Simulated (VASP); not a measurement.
# InSe2 (P4/nmm) in VASP: further runs

The runs below take InSe2 through single point, with PBE.

All numbers are computed with VASP 6.6.1; they aren't measurements. Logs are shortened: lines on timing, memory, paths and dates and some standing lists are left out, and cuts for length are marked.

## 1. The cell of the first run

Symmetry: P4/nmm, No. 129, tetragonal system. The conventional cell has a = 3.895 Å, b = 3.895 Å, c = 9.626 Å, α = 90.00°, β = 90.00°, γ = 90.00°. In (site symmetry 4mm) has 9 Se at 2.84 to 3.43 Å within 3.7 Å. Within 4.1 Å of Se (site symmetry 4mm) lie 5 In at 2.84 to 3.28 Å and 12 Se at 3.77 to 4.03 Å. Within 3.6 Å of Se (site symmetry -4m2) lie 4 Se at 2.75 Å and 4 In at 3.43 Å.

## 2. Single point, PBE

INCAR

```
SYSTEM = InSe2
  PREC = Accurate
  ENCUT = 520
  EDIFF = 1E-6
  ISMEAR = 0
  SIGMA = 0.01
  LREAL = .False.
  LASPH = .True.
  NELM = 100
  ALGO = Normal
  ISIF = 2
  LWAVE = .False.
  LCHARG = .True.
  GGA = PE
  LELF = .True.
  LVHAR = .True.
  NBANDS = 34
```

KPOINTS

```
Automatic mesh
0
Gamma
  5 5 2
  0 0 0
```

POSCAR

```
InSe2
1.0
    3.8948930000      0.0000000000      0.0000000000
    0.0000000000      3.8948930000      0.0000000000
    0.0000000000      0.0000000000      9.6262310000
In Se
2 4
Direct
    0.0000000000      0.5000000000      0.7064680000
    0.5000000000      0.0000000000      0.2935320000
    0.0000000000      0.5000000000      0.3662120000
    0.5000000000      0.0000000000      0.6337880000
    0.0000000000      0.0000000000      0.0000000000
    0.5000000000      0.5000000000      0.0000000000
```

Potentials or basis: VASP PAW PBE potentials, release 64 (In_d, Se).

Command:

```
cat potpaw_PBE.64/In_d/POTCAR potpaw_PBE.64/Se/POTCAR > POTCAR
mpirun -np 1 vasp_std > vasp.out
```

OUTCAR:

```text
SYSTEM = InSe2
   PREC = Accurate
   ENCUT = 520
   EDIFF = 1E-6
   ISMEAR = 0
   LREAL = .False.
   LASPH = .True.
   NELM = 100
   ISIF = 2
   GGA = PE

 ion  position               nearest neighbor table
   1  0.000  0.500  0.706-   4 2.84   4 2.84   4 2.84   4 2.84   3 3.28
   2  0.500  0.000  0.294-   3 2.84   3 2.84   3 2.84   3 2.84   4 3.28
   3  0.000  0.500  0.366-   2 2.84   2 2.84   2 2.84   2 2.84   1 3.28
   4  0.500  0.000  0.634-   1 2.84   1 2.84   1 2.84   1 2.84   2 3.28
   5  0.000  0.000  0.000-   6 2.75   6 2.75   6 2.75   6 2.75
   6  0.500  0.500  0.000-   5 2.75   5 2.75   5 2.75   5 2.75

  LATTYP: Found a simple tetragonal cell.
 ALAT       =     3.8948930000
 C/A-ratio  =     2.4715007575

  Lattice vectors:

 A1 = (   3.8948930000,   0.0000000000,   0.0000000000)
 A2 = (   0.0000000000,   3.8948930000,   0.0000000000)
 A3 = (   0.0000000000,   0.0000000000,   9.6262310000)

Analysis of symmetry for initial positions (statically):
=====================================================================
 Subroutine PRICEL returns:
 Original cell was already a primitive cell.

 Routine SETGRP: Setting up the symmetry group for a
 simple tetragonal supercell.

 Subroutine GETGRP returns: Found 16 space group operations
 (whereof  8 operations were pure point group operations)
 out of a pool of 16 trial point group operations.

The static configuration has the point symmetry D_2d.
 The point group associated with its full space group is D_4h.

Analysis of symmetry for dynamics (positions and initial velocities):
=====================================================================
 Subroutine PRICEL returns:
 Original cell was already a primitive cell.

 Routine SETGRP: Setting up the symmetry group for a
 simple tetragonal supercell.

 Subroutine GETGRP returns: Found 16 space group operations
 (whereof  8 operations were pure point group operations)
 out of a pool of 16 trial point group operations.

The dynamic configuration has the point symmetry D_2d.
 The point group associated with its full space group is D_4h.

 Subroutine INISYM returns: Found 16 space group operations
 (whereof  8 operations are pure point group operations),
 and found     1 'primitive' translations

----------------------------------------------------------------------------------------

                                     Primitive cell

  volume of cell :     146.0318

  direct lattice vectors                    reciprocal lattice vectors
     3.894893000  0.000000000  0.000000000     0.256746463  0.000000000  0.000000000
     0.000000000  3.894893000  0.000000000     0.000000000  0.256746463  0.000000000
     0.000000000  0.000000000  9.626231000     0.000000000  0.000000000  0.103882818

  length of vectors
     3.894893000  3.894893000  9.626231000     0.256746463  0.256746463  0.103882818

  position of ions in fractional coordinates (direct lattice)
     0.000000000  0.500000000  0.706468000
     0.500000000  0.000000000  0.293532000
     0.000000000  0.500000000  0.366212000
     0.500000000  0.000000000  0.633788000
     0.000000000  0.000000000  0.000000000
     0.500000000  0.500000000  0.000000000

  ion indices of the primitive-cell ions
   primitive index   ion index
                 1           1
                 2           2
                 3           3
                 4           4
                 5           5
                 6           6

----------------------------------------------------------------------------------------

 KPOINTS: Automatic mesh

Automatic generation of k-mesh.
 Grid dimensions read from file:
 generate k-points for:    5    5    2

 Generating k-lattice:

  Cartesian coordinates                     Fractional coordinates (reciprocal lattice)
     0.051349293  0.000000000  0.000000000     0.200000000  0.000000000  0.000000000
     0.000000000  0.051349293  0.000000000     0.000000000  0.200000000  0.000000000
     0.000000000  0.000000000  0.051941409     0.000000000  0.000000000  0.500000000

  Length of vectors
     0.051349293  0.051349293  0.051941409

  Shift w.r.t. Gamma in fractional coordinates (k-lattice)
     0.000000000  0.000000000  0.000000000

 Subroutine IBZKPT returns following result:
 ===========================================

 Found     12 irreducible k-points:

 Following reciprocal coordinates:
            Coordinates               Weight
  0.000000  0.000000  0.000000      1.000000
  0.200000  0.000000  0.000000      4.000000
  0.400000  0.000000  0.000000      4.000000
  0.200000  0.200000  0.000000      4.000000
  0.400000  0.200000  0.000000      8.000000
  0.400000  0.400000  0.000000      4.000000
  0.000000  0.000000  0.500000      1.000000
  0.200000  0.000000  0.500000      4.000000
  0.400000  0.000000  0.500000      4.000000
  0.200000  0.200000  0.500000      4.000000
  0.400000  0.200000  0.500000      8.000000
  0.400000  0.400000  0.500000      4.000000
   k-points           NKPTS =     12   k-points in BZ     NKDIM =     12   number of bands    NBANDS=     34
   number of dos      NEDOS =    301   number of ions     NIONS =      6
   total plane-waves  NPLWV =  64800
   dimension x,y,z NGX =    30 NGY =   30 NGZ =   72
   dimension x,y,z NGXF=    60 NGYF=   60 NGZF=  144
   ions per type =               2   4
   NGX,Y,Z   is equivalent  to a cutoff of  12.80, 12.80, 12.43 a.u.
   NGXF,Y,Z  is equivalent  to a cutoff of  25.61, 25.61, 24.87 a.u.
 SYSTEM =  InSe2
   PREC   = accura    normal or accurate (medium, high low for compatibility)
   ISTART =      0    job   : 0-new  1-cont  2-samecut
   ICHARG =      2    charge: 1-file 2-atom 10-const
   ISPIN  =      1    spin polarized calculation?
   LNONCOLLINEAR =      F non collinear calculations
   LSORBIT =      F    spin-orbit coupling
   LASPH  =      T    aspherical Exc in radial PAW
   ENCUT  =  520.0 eV  38.22 Ry    6.18 a.u.   7.24  7.24 17.90*2*pi/ulx,y,z
   NELM   =    100;   NELMIN=  2; NELMDL= -5     # of ELM steps
   EDIFF  = 0.1E-05   stopping-criterion for ELM
   LREAL  =      F    real-space projection
   EDIFFG = 0.1E-04   stopping-criterion for IOM
   NSW    =      0    number of steps for IOM
   IBRION =     -1    ionic relax: 0-MD 1-quasi-New 2-CG
   NFREE  =      0    steps in history (QN), initial steepest desc. (CG)
   ISIF   =      2    stress and relaxation
   ISYM   =      2    0-nonsym 1-usesym 2-fastsym
   POTIM  = 0.5000    time-step for ionic-motion
   TEBEG  =    0.0;   TEEND  =   0.0 temperature during run
   PSTRESS=    0.0 pullay stress
   NELECT =      50.0000    total number of electrons
   NUPDOWN=      -1.0000    fix difference up-down
   EMIN   =  10.00;   EMAX   =-10.00  energy-range for DOS
   EFERMI =   0.00;   METHOD = LEGACY
   ISMEAR =     0;   SIGMA  =   0.01  broadening in eV -4-tet -1-fermi 0-gaus
   EFERMI_NEDOS =   21; number of points for ismear=-14 and -15
   IALGO  =     38    algorithm
   IMIX   =      4    mixing-type and parameters
     AMIX     =   0.40;   BMIX     =  1.00
     AMIX_MAG =   1.60;   BMIX_MAG =  1.00
  volume/ion in A,a.u.               =      24.34       164.25
  Fermi-wavevector in a.u.,A,eV,Ry     =   1.145291  2.164286 17.846635  1.311691
  Thomas-Fermi vector in A             =   2.281980
   LORBIT       =      0    0 simple, 1 ext, 2 COOP (PROOUT), +10 PAW based schemes
   GGA     = PE    functional components
   LHFCALC =     F    Hartree Fock is set to
   AEXX    =    0.0000 exact exchange contribution
   IVDW    =     0    specifies the selected vdW correction
   LEPSILON=     F    determine dielectric tensor
   LRPA    =     F    only Hartree local field effects (RPA)
 non-spin polarized calculation
 Gauss-broadening in eV      SIGMA  =   0.01
  energy-cutoff  :      520.00
  volume of cell :      146.03
 maximum number of plane-waves:      3972
 NGX is ok and might be reduce to    30
   NGX = 15   NGY = 15   NGZ = 35

 number of electron      49.9999991 magnetization

 Free energy of the ion-electron system (eV)
  ---------------------------------------------------
  ext. energy  EPLUGINS =         0.00000000
  ---------------------------------------------------
  free energy    TOTEN  =       -20.23641257 eV

  energy without entropy =      -20.23569353  energy(sigma->0) =      -20.23605305

 E-fermi :   5.2409     XC(G=0):  -9.8767

 val. band max:        5.0273665073   @ k =   0.4000   0.2000   0.0000
 cond. band min:       5.2456212204   @ k =   0.4000   0.2000   0.5000
 fundamental gap:      0.2182547132
 Fermi energy:         5.2408518565

 k-point     1 :       0.0000    0.0000    0.0000
  band No.  band energies     occupation
      1     -10.0563      2.00000
      2      -9.6450      2.00000
      3      -9.5805      2.00000
      4      -9.4535      2.00000
      5      -9.4505      2.00000
      6      -9.4192      2.00000
[... 26 lines left out ...]
     33      11.2798      0.00000
     34      11.2885      0.00000

 k-point     2 :       0.2000    0.0000    0.0000
  band No.  band energies     occupation
      1      -9.7700      2.00000
      2      -9.6000      2.00000
      3      -9.5042      2.00000
      4      -9.4408      2.00000
      5      -9.4383      2.00000
      6      -9.4253      2.00000
[... 26 lines left out ...]
     33      10.6389      0.00000
     34      10.9190      0.00000

 k-point     3 :       0.4000    0.0000    0.0000
  band No.  band energies     occupation
      1      -9.5320      2.00000
      2      -9.5166      2.00000
      3      -9.4825      2.00000
      4      -9.4690      2.00000
      5      -9.4486      2.00000
      6      -9.4479      2.00000
[... 26 lines left out ...]
     33      10.1791      0.00000
     34      10.3642      0.00000
[... 260 lines left out ...]
 k-point    11 :       0.4000    0.2000    0.5000
  band No.  band energies     occupation
      1      -9.6099      2.00000
      2      -9.5970      2.00000
      3      -9.4765      2.00000
      4      -9.4613      2.00000
      5      -9.4540      2.00000
      6      -9.4499      2.00000
[... 26 lines left out ...]
     33      10.8370      0.00000
     34      11.4151      0.00000

 k-point    12 :       0.4000    0.4000    0.5000
  band No.  band energies     occupation
      1      -9.7350      2.00000
      2      -9.7342      2.00000
      3      -9.4608      2.00000
      4      -9.4518      2.00000
      5      -9.4511      2.00000
      6      -9.4501      2.00000
[... 26 lines left out ...]
     33      10.4900      0.00000
     34      10.5462      0.00000

------------------------ aborting loop because EDIFF is reached ----------------------------------------

  FORCE on cell =-STRESS in cart. coord.  units (eV):
  Direction    XX          YY          ZZ          XY          YZ          ZX
  --------------------------------------------------------------------------------------
  -------------------------------------------------------------------------------------
  Total       -0.4272974     -0.4272974      0.0232721      0.0000000      0.0000000      0.0000000
  in kB       -4.6880635     -4.6880635      0.2553285      0.0000000      0.0000000      0.0000000
  external PRESSURE =      -3.0402662 kB  Pullay stress =       0.0000000 kB

 VOLUME and BASIS-vectors are now :
 -----------------------------------------------------------------------------
  energy-cutoff  :      520.00
  volume of cell :      146.03
      direct lattice vectors                 reciprocal lattice vectors
     3.894893000  0.000000000  0.000000000     0.256746463  0.000000000  0.000000000
     0.000000000  3.894893000  0.000000000     0.000000000  0.256746463  0.000000000
     0.000000000  0.000000000  9.626231000     0.000000000  0.000000000  0.103882818

 POSITION                                       TOTAL-FORCE (eV/Angst)
 -----------------------------------------------------------------------------------
      0.00000      1.94745      6.80062        -0.000000      0.000000     -0.027750
      1.94745      0.00000      2.82561         0.000000      0.000000      0.027750
      0.00000      1.94745      3.52524         0.000000     -0.000000      0.121072
      1.94745      0.00000      6.10099        -0.000000      0.000000     -0.121072
      0.00000      0.00000      0.00000        -0.000000     -0.000000      0.000000
      1.94745      1.94745      0.00000        -0.000000      0.000000      0.000000
 -----------------------------------------------------------------------------------
    total drift:                                0.000000      0.000000      0.000000

  FREE ENERGIE OF THE ION-ELECTRON SYSTEM (eV)
  ---------------------------------------------------
  free  energy   TOTEN  =       -20.2364125726 eV

  energy  without entropy=      -20.2356935257  energy(sigma->0) =      -20.23605305
```

Wall time 97 s (1 thread of Intel Xeon 8259CL, shared host); peak memory 0.25 GiB.

What came out:

```
Free energy            : -20.2364 eV
Pressure               : -0.3 GPa
Largest force          : 0.121 eV/Å
Band gap on the k mesh : zero (bands 25 and 26 overlap by 1.67 eV)
```

Forces in eV/Å, atoms in the order of the input:
```
In   0.000  0.000 -0.028
In   0.000  0.000  0.028
Se   0.000  0.000  0.121
Se   0.000  0.000 -0.121
Se   0.000  0.000  0.000
Se   0.000  0.000  0.000
```

Stress tensor (GPa, compression positive):
```
-0.47  0.00  0.00
 0.00 -0.47  0.00
 0.00  0.00  0.03
```

Caveat: spin-orbit coupling is left out, which moves the levels of the heavy elements.

## 3. Single point, PBE

INCAR

```
SYSTEM = InSe2
PREC     = Accurate       ! precision mode
ENCUT    = 520            ! plane-wave cutoff, eV
EDIFF    = 1E-6           ! SCF threshold, eV
ISMEAR   = 0              ! smearing method
SIGMA    = 0.05           ! smearing width, eV
LREAL    = .FALSE.        ! projectors in reciprocal space
LASPH    = .TRUE.         ! aspherical terms in the spheres
NELM     = 60             ! most SCF steps
ALGO     = Normal         ! electronic algorithm
ISIF     = 2              ! what is computed and relaxed
LWAVE    = .FALSE.        ! write WAVECAR
LCHARG   = .FALSE.        ! write CHGCAR
GGA      = PE             ! functional
NBANDS   = 34             ! bands
```

KPOINTS

```
regular mesh
0
G
  5 5 2
  0 0 0
```

POSCAR is that of step 2.

Potentials or basis: VASP PAW PBE potentials, release 64 (In_d, Se).

Command:

```
cat potpaw_PBE.64/In_d/POTCAR potpaw_PBE.64/Se/POTCAR > POTCAR
mpirun -np 1 vasp_std > vasp.out
```

It took 86 s on 1 thread of Intel Xeon 8259CL, shared host; peak memory 0.25 GiB.

Results (log left out):

| Item | Value |
| --- | --- |
| Free energy | -20.2393 eV |
| Pressure | -0.3 GPa |
| Largest force | 0.121 eV/Å |
| Band gap on the k mesh | zero (bands 25 and 26 overlap by 1.66 eV) |

Forces in eV/Å, atoms in the order of the input:
```
In   0.000  0.000 -0.023
In   0.000  0.000  0.023
Se   0.000  0.000  0.121
Se   0.000  0.000 -0.121
Se   0.000  0.000  0.000
Se   0.000  0.000  0.000
```

Stress tensor (GPa, compression positive):
```
-0.46  0.00  0.00
 0.00 -0.46  0.00
 0.00  0.00  0.00
```

Levels at points of the mesh, in eV from the Fermi level:
| k point | band 22 | band 23 | band 24 | band 25 | band 26 | band 27 | band 28 | band 29 |
| --- | --- | --- | --- | --- | --- | --- | --- | --- |
| (0.00, 0.00, 0.00) | -2.16 | -1.85 | -1.85 | 0.06 | 0.43 | 2.68 | 2.68 | 3.18 |
| (0.00, 0.00, 0.50) | -1.79 | -1.79 | -1.32 | 0.06 | 0.48 | 1.92 | 2.68 | 2.68 |

Caveat: spin-orbit coupling is left out, which moves the levels of the heavy elements.

## 4. Single point, PBE

INCAR

```
PREC = Accurate
ENCUT = 520
EDIFF = 1E-6
ISMEAR = 0
SIGMA = 0.1
LREAL = False
LASPH = True
NELM = 60
ALGO = Normal
ISIF = 2
LWAVE = False
LCHARG = False
GGA = PE
NBANDS = 34
```

KPOINTS

```
regular mesh
0
Gamma
  5 5 2
```

POSCAR is that of step 3.

Command:

```
cat potpaw_PBE.64/In_d/POTCAR potpaw_PBE.64/Se/POTCAR > POTCAR
mpirun -np 1 vasp_std > vasp.out
```

Wall time 1.7 min (1 thread of Intel Xeon 8259CL, shared host); peak memory 0.25 GiB.

The run converged. Its results:

* Free energy: -20.2433 eV
* Pressure: -0.3 GPa
* Largest force: 0.120 eV/Å
* Band gap on the k mesh: zero (bands 25 and 26 overlap by 1.66 eV)

Forces on the atoms (eV/Å):
```
In   0.000  0.000 -0.017
In   0.000  0.000  0.017
Se   0.000  0.000  0.120
Se   0.000  0.000 -0.120
Se   0.000  0.000  0.000
Se   0.000  0.000  0.000
```

Stress tensor (GPa, compression positive):
```
-0.46  0.00  0.00
 0.00 -0.46  0.00
 0.00  0.00 -0.03
```

Levels at points of the mesh, in eV from the Fermi level:
```tsv
k point	band 22	band 23	band 24	band 25	band 26	band 27	band 28	band 29
(0.00, 0.00, 0.00)	-2.13	-1.83	-1.83	0.10	0.46	2.71	2.71	3.21
(0.00, 0.00, 0.50)	-1.77	-1.77	-1.29	0.09	0.51	1.95	2.72	2.72
```

Caveat: spin-orbit coupling is left out, which moves the levels of the heavy elements.

## 5. Single point, PBE

INCAR

```
SYSTEM = InSe2
ALGO = Normal
EDIFF = 1E-6
ENCUT = 520
GGA = PE
ISIF = 2
ISMEAR = 0
LASPH = .TRUE.
LCHARG = .FALSE.
LREAL = .FALSE.
LWAVE = .FALSE.
NBANDS = 34
NELM = 80
PREC = Accurate
SIGMA = 0.2
```

KPOINTS

```
k-points
0
G
  5 5 2
  0 0 0
```

POSCAR is that of step 4.

Command:

```
cat potpaw_PBE.64/In_d/POTCAR potpaw_PBE.64/Se/POTCAR > POTCAR
mpirun -np 1 vasp_std > vasp.out
```

Wall time 85 s (1 thread of Intel Xeon 8259CL, shared host); peak memory 0.26 GiB.

The run converged. Its results:

```
Free energy            : -20.2564 eV
Pressure               : -0.3 GPa
Largest force          : 0.101 eV/Å
Band gap on the k mesh : zero (bands 25 and 26 overlap by 1.66 eV)
```

Forces in eV/Å, atoms in the order of the input:
```
In   0.000  0.000 -0.004
In   0.000  0.000  0.004
Se   0.000  0.000  0.101
Se   0.000  0.000 -0.101
Se   0.000  0.000  0.000
Se   0.000  0.000  0.000
```

Stress tensor (GPa, compression positive):
```
-0.41  0.00  0.00
 0.00 -0.41  0.00
 0.00  0.00 -0.01
```

Levels at points of the mesh, in eV from the Fermi level:
| k point | band 21 | band 22 | band 23 | band 24 | band 25 | band 26 | band 27 | band 28 | band 29 | band 30 |
| --- | --- | --- | --- | --- | --- | --- | --- | --- | --- | --- |
| (0.00, 0.00, 0.00) | -2.45 | -2.11 | -1.81 | -1.81 | 0.13 | 0.48 | 2.75 | 2.75 | 3.24 | 4.29 |
| (0.00, 0.00, 0.50) | -2.52 | -1.74 | -1.74 | -1.27 | 0.13 | 0.53 | 1.97 | 2.76 | 2.76 | 3.50 |

Caveat: spin-orbit coupling is left out, which moves the levels of the heavy elements.

## 6. Overview

| smearing | gap on the mesh (eV) | pressure (GPa) | largest force (eV/Å) |
| --- | --- | --- | --- |
| gaussian 0.01 eV | none | -0.3 | 0.12 |
| gaussian 0.05 eV | none | -0.3 | 0.12 |
| gaussian 0.1 eV | none | -0.3 | 0.12 |
| gaussian 0.2 eV | none | -0.3 | 0.10 |

Alike in all rows: task single point; level PBE; potentials or basis VASP PAW PBE potentials, release 64 (In_d, Se); no spin polarisation; cell as given; k mesh 5 × 5 × 2; cutoff (eV) 520.

Caveats: spin-orbit coupling is left out, which moves the levels of the heavy elements.

Total energies depend on the potentials used, so only differences within one code and one set of settings carry meaning.
